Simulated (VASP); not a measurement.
# Te (Fd-3m) in VASP: notebook

Runs on Te. Level: RPBE. Tasks: single point.

Program: VASP 6.6.1. These are calculated values, not measurements. Logs are shortened: lines on timing, memory, paths and dates and some standing lists are left out, and cuts for length are marked.

### 1 The cell of the first run

The structure is cubic, space group Fd-3m (No. 227). Conventional cell: a = 7.276 Å, b = 7.276 Å, c = 7.276 Å, α = 90.00°, β = 90.00°, γ = 90.00°. Within 4.1 Å of Te (site symmetry -43m) lie 4 Te at 3.15 Å.

This isn't the form of Te at room conditions, which is trigonal, of chains.

### 2 Single point, RPBE

INCAR

```
SYSTEM = Te
PREC     = Accurate       ! precision mode
ENCUT    = 520            ! plane-wave cutoff, eV
EDIFF    = 1E-6           ! SCF threshold, eV
ISMEAR   = -1             ! smearing method
SIGMA    = 0.1            ! smearing width, eV
LREAL    = .False.        ! projectors in reciprocal space
LASPH    = .True.         ! aspherical terms in the spheres
NELM     = 80             ! most SCF steps
ALGO     = Normal         ! electronic algorithm
ISIF     = 2              ! what is computed and relaxed
LWAVE    = .False.        ! write WAVECAR
LCHARG   = .False.        ! write CHGCAR
GGA      = RP             ! functional
NBANDS   = 13             ! bands
```

KPOINTS

```
Automatic mesh
0
Gamma
  8 8 8
  0 0 0
```

POSCAR

```
Te
1.0
    0.0000000000      3.6381339345      3.6381339345
    3.6381339345      0.0000000000      3.6381339345
    3.6381339345      3.6381339345      0.0000000000
Te
2
Direct
    0.1250000000      0.1250000000      0.1250000000
    0.8750000000      0.8750000000      0.8750000000
```

Potentials or basis: VASP PAW PBE potentials, release 64 (Te).

On the command line:

```bash
$ cat potpaw_PBE.64/Te/POTCAR > POTCAR
$ mpirun -np 1 vasp_std > vasp.out
```

OUTCAR:

```text
SYSTEM = Te
   PREC = Accurate
   ENCUT = 520
   EDIFF = 1E-6
   ISMEAR = -1
   LREAL = .False.
   LASPH = .True.
   NELM = 80
   ISIF = 2
   GGA = RP

 ion  position               nearest neighbor table
   1  0.125  0.125  0.125-   2 3.15   2 3.15   2 3.15   2 3.15
   2  0.875  0.875  0.875-   1 3.15   1 3.15   1 3.15   1 3.15

  LATTYP: Found a face centered cubic cell.
 ALAT       =     7.2762678690

  Lattice vectors:

 A1 = (   0.0000000000,   3.6381339345,   3.6381339345)
 A2 = (   3.6381339345,   0.0000000000,   3.6381339345)
 A3 = (   3.6381339345,   3.6381339345,   0.0000000000)

Analysis of symmetry for initial positions (statically):
=====================================================================
 Subroutine PRICEL returns:
 Original cell was already a primitive cell.

 Routine SETGRP: Setting up the symmetry group for a
 face centered cubic supercell.

 Subroutine GETGRP returns: Found 48 space group operations
 (whereof 12 operations were pure point group operations)
 out of a pool of 48 trial point group operations.

The static configuration has the point symmetry D_3d.
 The point group associated with its full space group is O_h .

Analysis of symmetry for dynamics (positions and initial velocities):
=====================================================================
 Subroutine PRICEL returns:
 Original cell was already a primitive cell.

 Routine SETGRP: Setting up the symmetry group for a
 face centered cubic supercell.

 Subroutine GETGRP returns: Found 48 space group operations
 (whereof 12 operations were pure point group operations)
 out of a pool of 48 trial point group operations.

The dynamic configuration has the point symmetry D_3d.
 The point group associated with its full space group is O_h .

 Subroutine INISYM returns: Found 48 space group operations
 (whereof 12 operations are pure point group operations),
 and found     1 'primitive' translations

----------------------------------------------------------------------------------------

                                     Primitive cell

  volume of cell :      96.3088

  direct lattice vectors                    reciprocal lattice vectors
     0.000000000  3.638133934  3.638133934    -0.137433093  0.137433093  0.137433093
     3.638133934  0.000000000  3.638133934     0.137433093 -0.137433093  0.137433093
     3.638133934  3.638133934  0.000000000     0.137433093  0.137433093 -0.137433093

  length of vectors
     5.145098352  5.145098352  5.145098352     0.238041100  0.238041100  0.238041100

[... 85 lines left out ...]
   NFREE  =      0    steps in history (QN), initial steepest desc. (CG)
   ISIF   =      2    stress and relaxation
   ISYM   =      2    0-nonsym 1-usesym 2-fastsym
   POTIM  = 0.5000    time-step for ionic-motion
   TEBEG  =    0.0;   TEEND  =   0.0 temperature during run
   PSTRESS=    0.0 pullay stress
   NELECT =      12.0000    total number of electrons
   NUPDOWN=      -1.0000    fix difference up-down
   EMIN   =  10.00;   EMAX   =-10.00  energy-range for DOS
   EFERMI =   0.00;   METHOD = LEGACY
   ISMEAR =    -1;   SIGMA  =   0.10  broadening in eV -4-tet -1-fermi 0-gaus
   EFERMI_NEDOS =   21; number of points for ismear=-14 and -15
   IALGO  =     38    algorithm
   IMIX   =      4    mixing-type and parameters
     AMIX     =   0.40;   BMIX     =  1.00
     AMIX_MAG =   1.60;   BMIX_MAG =  1.00
  volume/ion in A,a.u.               =      48.15       324.96
  Fermi-wavevector in a.u.,A,eV,Ry     =   0.817673  1.545179  9.096718  0.668590
  Thomas-Fermi vector in A             =   1.928163
   LORBIT       =      0    0 simple, 1 ext, 2 COOP (PROOUT), +10 PAW based schemes
   GGA     = RP    functional components
   LHFCALC =     F    Hartree Fock is set to
   AEXX    =    0.0000 exact exchange contribution
   IVDW    =     0    specifies the selected vdW correction
   LEPSILON=     F    determine dielectric tensor
   LRPA    =     F    only Hartree local field effects (RPA)
 non-spin polarized calculation
  energy-cutoff  :      520.00
  volume of cell :       96.31
 maximum number of plane-waves:      2637
 NGX is ok and might be reduce to    40
   NGX = 19   NGY = 19   NGZ = 19

 number of electron      12.0000000 magnetization

 Free energy of the ion-electron system (eV)
  ---------------------------------------------------
  ext. energy  EPLUGINS =         0.00000000
  ---------------------------------------------------
  free energy    TOTEN  =        -4.90311198 eV

  energy without entropy =       -4.83452441  energy(sigma->0) =       -4.86881819

 E-fermi :   3.0238     XC(G=0):  -7.1539

 val. band max:        2.9967014960   @ k =  -0.2500   0.1250   0.0000
 cond. band min:       3.0272758979   @ k =  -0.2500   0.2500   0.0000
 fundamental gap:      0.0305744018
 Fermi energy:         3.0237827682

 k-point     1 :       0.0000    0.0000    0.0000
  band No.  band energies     occupation
      1      -9.6574      2.00000
      2      -5.7451      2.00000
      3       0.1604      2.00000
      4       0.1604      2.00000
      5       0.1604      2.00000
      6       2.3997      1.99611
      7       2.3997      1.99611
      8       2.3997      1.99611
      9       7.0692      0.00000
     10       9.0402      0.00000
     11       9.0402      0.00000
     12      10.6433      0.00000
     13      10.6433      0.00000
[... 354 lines left out ...]
  band No.  band energies     occupation
      1      -8.6913      2.00000
      2      -7.4459      2.00000
      3      -1.1326      2.00000
      4      -0.6456      2.00000
      5       0.9223      2.00000
      6       2.8869      1.59427
      7       3.7938      0.00091
      8       4.2896      0.00001
      9       7.9701      0.00000
     10       8.6812      0.00000
     11       9.5396      0.00000
     12      10.3883      0.00000
     13      11.4747      0.00000

 [... further k-points ...]
[... 5 lines left out ...]
  --------------------------------------------------------------------------------------
  -------------------------------------------------------------------------------------
  Total       -0.0077565     -0.0077565     -0.0077565     -0.0000000     -0.0000000      0.0000000
  in kB       -0.1290358     -0.1290358     -0.1290358     -0.0000000     -0.0000000      0.0000000
  external PRESSURE =      -0.1290358 kB  Pullay stress =       0.0000000 kB

 VOLUME and BASIS-vectors are now :
 -----------------------------------------------------------------------------
  energy-cutoff  :      520.00
  volume of cell :       96.31
      direct lattice vectors                 reciprocal lattice vectors
     0.000000000  3.638133934  3.638133934    -0.137433093  0.137433093  0.137433093
     3.638133934  0.000000000  3.638133934     0.137433093 -0.137433093  0.137433093
     3.638133934  3.638133934  0.000000000     0.137433093  0.137433093 -0.137433093

 POSITION                                       TOTAL-FORCE (eV/Angst)
 -----------------------------------------------------------------------------------
      0.90953      0.90953      0.90953         0.000000      0.000000      0.000000
      6.36673      6.36673      6.36673        -0.000000     -0.000000     -0.000000
 -----------------------------------------------------------------------------------
    total drift:                                0.000000      0.000000     -0.000000

  FREE ENERGIE OF THE ION-ELECTRON SYSTEM (eV)
  ---------------------------------------------------
  free  energy   TOTEN  =        -4.9031119751 eV

  energy  without entropy=       -4.8345244146  energy(sigma->0) =       -4.86881819
```

stdout:

```text
POSCAR found type information on POSCAR Te
 POSCAR found :  1 types and       2 ions
 scaLAPACK will be used
 -----------------------------------------------------------------------------
|                                                                             |
|                                                                             |
|     You enforced a specific xc type in the INCAR file but a different       |
|     I HOPE YOU KNOW WHAT YOU ARE DOING!                                     |
|                                                                             |
 -----------------------------------------------------------------------------

 LDA part: xc-table for (Slater+PW92), standard interpolation
 POSCAR, INCAR and KPOINTS ok, starting setup
 FFT: planning ... GRIDC
 FFT: planning ... GRID_SOFT
 FFT: planning ... GRID
 WAVECAR not read
 entering main loop
```

It took 55 s on 1 thread of Intel Xeon 8259CL, shared host; peak memory 0.24 GiB.

What came out:

| Item | Value |
| --- | --- |
| Free energy | -4.9031 eV |
| Pressure | 0.0 GPa |
| Band gap on the k mesh | zero (bands 6 and 7 overlap by 0.88 eV) |

Caveat: the PAW data sets were made with another functional, which shifts forces and pressure a little; spin-orbit coupling is left out, which moves the levels of the heavy elements.

### 3 Single point, RPBE (42.38 Å³/atom)

This run uses another cell than the first one, of 42.38 Å³/atom.

INCAR

```
PREC = Accurate ; ENCUT = 520
EDIFF = 1E-6 ; ISMEAR = -1
SIGMA = 0.1 ; LREAL = False
LASPH = True ; NELM = 100
ALGO = Normal ; ISIF = 2
LWAVE = False ; LCHARG = True
GGA = RP ; LELF = True
LVHAR = True ; NBANDS = 13
```

KPOINTS

```
Automatic mesh
0
Gamma
  9 9 9
```

POSCAR

```
Te
1.0
    0.0000000000      3.4863654353      3.4863654353
    3.4863654353      0.0000000000      3.4863654353
    3.4863654353      3.4863654353      0.0000000000
Te
2
Direct
    0.1250000000      0.1250000000      0.1250000000
    0.8750000000      0.8750000000      0.8750000000
```

Potentials or basis: VASP PAW PBE potentials, release 64 (Te).

On the command line:

```bash
$ cat potpaw_PBE.64/Te/POTCAR > POTCAR
$ mpirun -np 1 vasp_std > vasp.out
```

Run time: 68 s. Hardware: 1 thread of Intel Xeon 8259CL, shared host; peak memory 0.24 GiB.

It converged, with:

```
Free energy            : -4.7748 eV
Pressure               : 4.0 GPa
Band gap on the k mesh : zero (bands 6 and 7 overlap by 1.00 eV)
```

Levels at points of the mesh, in eV from the Fermi level:
```
           k point  band 2  band 3  band 4  band 5  band 6  band 7  band 8  band 9  band 10  band 11
(0.00, 0.00, 0.00)   -8.43   -3.26   -3.26   -3.26   -0.80   -0.80   -0.80    3.89     5.87     5.87
```

Caveat: the cell stands under pressure; the PAW data sets were made with another functional, which shifts forces and pressure a little; spin-orbit coupling is left out, which moves the levels of the heavy elements.

### 4 Single point, RPBE (44.30 Å³/atom)

This run uses another cell than the first one, of 44.30 Å³/atom.

INCAR

```
SYSTEM = Te
ALGO = Normal
EDIFF = 1E-6
ENCUT = 520
GGA = RP
ISIF = 2
ISMEAR = -1
LASPH = .TRUE.
LCHARG = .FALSE.
LREAL = .FALSE.
LWAVE = .FALSE.
NBANDS = 13
NELM = 60
PREC = Accurate
SIGMA = 0.1
```

KPOINTS

```
k-points
0
G
  9 9 9
  0 0 0
```

POSCAR

```
Te
1.0
    0.0000000000      3.5384084130      3.5384084130
    3.5384084130      0.0000000000      3.5384084130
    3.5384084130      3.5384084130      0.0000000000
Te
2
Direct
    0.1250000000      0.1250000000      0.1250000000
    0.8750000000      0.8750000000      0.8750000000
```

On the command line:

```bash
$ cat potpaw_PBE.64/Te/POTCAR > POTCAR
$ mpirun -np 1 vasp_std > vasp.out
```

Wall time 75 s (1 thread of Intel Xeon 8259CL, shared host); peak memory 0.24 GiB.

It converged, with:

| Quantity | Value |
| --- | --- |
| Free energy | -4.8504 eV |
| Pressure | 2.4 GPa |
| Band gap on the k mesh | zero (bands 6 and 7 overlap by 0.95 eV) |

Levels at points of the mesh, in eV from the Fermi level:
```tsv
k point	band 3	band 4	band 5	band 6	band 7	band 8	band 9	band 10
(0.00, 0.00, 0.00)	-3.12	-3.12	-3.12	-0.73	-0.73	-0.73	3.95	5.92
```

Caveat: the PAW data sets were made with another functional, which shifts forces and pressure a little; spin-orbit coupling is left out, which moves the levels of the heavy elements.

### 5 Single point, RPBE (46.23 Å³/atom)

This run uses another cell than the first one, of 46.23 Å³/atom.

INCAR

```
  ALGO = Normal
  EDIFF = 1E-6
  ENCUT = 520
  GGA = RP
  ISIF = 2
  ISMEAR = -1
  LASPH = T
  LCHARG = F
  LREAL = F
  LWAVE = F
  NBANDS = 13
  NELM = 80
  PREC = Accurate
  SIGMA = 0.1
```

KPOINTS

```
k-points
0
Gamma
  9 9 9
```

POSCAR

```
Te
1.0
    0.0000000000      3.5889639349      3.5889639349
    3.5889639349      0.0000000000      3.5889639349
    3.5889639349      3.5889639349      0.0000000000
Te
2
Direct
    0.1250000000      0.1250000000      0.1250000000
    0.8750000000      0.8750000000      0.8750000000
```

On the command line:

```bash
$ cat potpaw_PBE.64/Te/POTCAR > POTCAR
$ mpirun -np 1 vasp_std > vasp.out
```

Wall time 66 s (1 thread of Intel Xeon 8259CL, shared host); peak memory 0.25 GiB.

The run converged. Its results:

```
Free energy            : -4.8909 eV
Pressure               : 1.0 GPa
Band gap on the k mesh : zero (bands 6 and 7 overlap by 0.90 eV)
```

Levels at points of the mesh, in eV from the Fermi level:
| k point | band 3 | band 4 | band 5 | band 6 | band 7 | band 8 | band 9 | band 10 |
| --- | --- | --- | --- | --- | --- | --- | --- | --- |
| (0.00, 0.00, 0.00) | -2.98 | -2.98 | -2.98 | -0.67 | -0.67 | -0.67 | 4.01 | 5.97 |

Caveat: the PAW data sets were made with another functional, which shifts forces and pressure a little; spin-orbit coupling is left out, which moves the levels of the heavy elements.

### 6 Single point, RPBE (48.15 Å³/atom)

INCAR

```
PREC = Accurate
ENCUT = 520
EDIFF = 1E-7
ISMEAR = -1
SIGMA = 0.1
LREAL = False
LASPH = True
NELM = 100
ALGO = Normal
ISIF = 2
LWAVE = False
LCHARG = False
GGA = RP
NBANDS = 13
```

KPOINTS

```
regular mesh
0
Gamma
  9 9 9
```

POSCAR

```
Te
1.0
    0.0000000000      3.6381339345      3.6381339345
    3.6381339345      0.0000000000      3.6381339345
    3.6381339345      3.6381339345      0.0000000000
Te
2
Direct
    0.1250000000      0.1250000000      0.1250000000
    0.8750000000      0.8750000000      0.8750000000
```

Potentials or basis: VASP PAW PBE potentials, release 64 (Te).

On the command line:

```bash
$ cat potpaw_PBE.64/Te/POTCAR > POTCAR
$ mpirun -np 1 vasp_std > vasp.out
```

OUTCAR:

```text
PREC = Accurate
   ENCUT = 520
   EDIFF = 1E-7
   ISMEAR = -1
   LREAL = False
   LASPH = True
   NELM = 100
   ISIF = 2
   GGA = RP

 ion  position               nearest neighbor table
   1  0.125  0.125  0.125-   2 3.15   2 3.15   2 3.15   2 3.15
   2  0.875  0.875  0.875-   1 3.15   1 3.15   1 3.15   1 3.15

  LATTYP: Found a face centered cubic cell.
 ALAT       =     7.2762678690

  Lattice vectors:

 A1 = (   0.0000000000,   3.6381339345,   3.6381339345)
[... 570 lines left out ...]

------------------------ aborting loop because EDIFF is reached ----------------------------------------

  FORCE on cell =-STRESS in cart. coord.  units (eV):
  Direction    XX          YY          ZZ          XY          YZ          ZX
  --------------------------------------------------------------------------------------
  -------------------------------------------------------------------------------------
  Total       -0.0044375     -0.0044375     -0.0044375      0.0000000      0.0000000      0.0000000
  in kB       -0.0738212     -0.0738212     -0.0738212      0.0000000      0.0000000      0.0000000
  external PRESSURE =      -0.0738212 kB  Pullay stress =       0.0000000 kB

 VOLUME and BASIS-vectors are now :
 -----------------------------------------------------------------------------
  energy-cutoff  :      520.00
  volume of cell :       96.31
      direct lattice vectors                 reciprocal lattice vectors
     0.000000000  3.638133934  3.638133934    -0.137433093  0.137433093  0.137433093
     3.638133934  0.000000000  3.638133934     0.137433093 -0.137433093  0.137433093
     3.638133934  3.638133934  0.000000000     0.137433093  0.137433093 -0.137433093

 POSITION                                       TOTAL-FORCE (eV/Angst)
 -----------------------------------------------------------------------------------
      0.90953      0.90953      0.90953        -0.000000     -0.000000     -0.000000
      6.36673      6.36673      6.36673         0.000000      0.000000      0.000000
 -----------------------------------------------------------------------------------
    total drift:                                0.000000      0.000000     -0.000000

  FREE ENERGIE OF THE ION-ELECTRON SYSTEM (eV)
  ---------------------------------------------------
  free  energy   TOTEN  =        -4.9029938316 eV

  energy  without entropy=       -4.8339483413  energy(sigma->0) =       -4.86847109
```

OSZICAR:

```text
N       E                     dE             d eps       ncg     rms          rms(c)
DAV:   1     0.459432559063E+02    0.45943E+02   -0.41739E+03   910   0.708E+02
DAV:   2    -0.173540487153E+01   -0.47679E+02   -0.45663E+02  1321   0.104E+02
DAV:   3    -0.483582235422E+01   -0.31004E+01   -0.30712E+01  1165   0.294E+01
DAV:   4    -0.489850744992E+01   -0.62685E-01   -0.62672E-01  1191   0.510E+00
DAV:   5    -0.489991439095E+01   -0.14069E-02   -0.14069E-02  1248   0.761E-01    0.957E+00
DAV:   6    -0.490130896286E+01   -0.13946E-02   -0.25302E-03  1186   0.341E-01    0.585E+00
DAV:   7    -0.490260338772E+01   -0.12944E-02   -0.53069E-03  1040   0.490E-01    0.118E-01
DAV:   8    -0.490285703307E+01   -0.25365E-03   -0.22918E-04  1079   0.907E-02    0.654E-02
DAV:   9    -0.490297109902E+01   -0.11407E-03   -0.14145E-04  1000   0.688E-02    0.210E-02
DAV:  10    -0.490298697872E+01   -0.15880E-04   -0.12571E-05  1080   0.220E-02    0.874E-03
DAV:  11    -0.490299336382E+01   -0.63851E-05   -0.12980E-05   985   0.211E-02    0.142E-03
DAV:  12    -0.490299376729E+01   -0.40347E-06   -0.23711E-07  1167   0.352E-03    0.280E-03
DAV:  13    -0.490299383165E+01   -0.64357E-07   -0.49314E-08   836   0.146E-03
   1 F= -.49029938E+01 E0= -.48684711E+01  d E =-.690455E-01
```

stdout:

```text
POSCAR found type information on POSCAR Te
 POSCAR found :  1 types and       2 ions
 scaLAPACK will be used
 -----------------------------------------------------------------------------
|                                                                             |
|                                                                             |
|     You enforced a specific xc type in the INCAR file but a different       |
|     I HOPE YOU KNOW WHAT YOU ARE DOING!                                     |
|                                                                             |
 -----------------------------------------------------------------------------

 LDA part: xc-table for (Slater+PW92), standard interpolation
 POSCAR, INCAR and KPOINTS ok, starting setup
 FFT: planning ... GRIDC
 FFT: planning ... GRID_SOFT
 FFT: planning ... GRID
 WAVECAR not read
 entering main loop
```

Run time: 79 s. Hardware: 1 thread of Intel Xeon 8259CL, shared host; peak memory 0.24 GiB.

Results:

| Quantity | Value |
| --- | --- |
| Free energy | -4.9030 eV |
| Pressure | 0.0 GPa |
| Band gap on the k mesh | zero (bands 6 and 7 overlap by 0.86 eV) |

Caveat: the PAW data sets were made with another functional, which shifts forces and pressure a little; spin-orbit coupling is left out, which moves the levels of the heavy elements.

### 7 Overview

```tsv
cell	k mesh	gap on the mesh (eV)	pressure (GPa)
a = 5.145 Å, angles 60.0°, 2 atoms	8 × 8 × 8	none	0.0
a = 4.930 Å, angles 60.0°, 2 atoms	9 × 9 × 9	none	4.0
a = 5.004 Å, angles 60.0°, 2 atoms	9 × 9 × 9	none	2.4
a = 5.076 Å, angles 60.0°, 2 atoms	9 × 9 × 9	none	1.0
a = 5.145 Å, angles 60.0°, 2 atoms	9 × 9 × 9	none	0.0
```

Alike in all rows: task single point; level RPBE; potentials or basis VASP PAW PBE potentials, release 64 (Te); no spin polarisation; cutoff (eV) 520; smearing fermi-dirac 0.1 eV.

Caveats: the PAW data sets were made with another functional, which shifts forces and pressure a little; spin-orbit coupling is left out, which moves the levels of the heavy elements; the cell stands under pressure (at least some runs).

Absolute energies hang on the potentials; compare differences alone.

The gap in the log of VASP goes by the Fermi energy; the results here count the filled bands.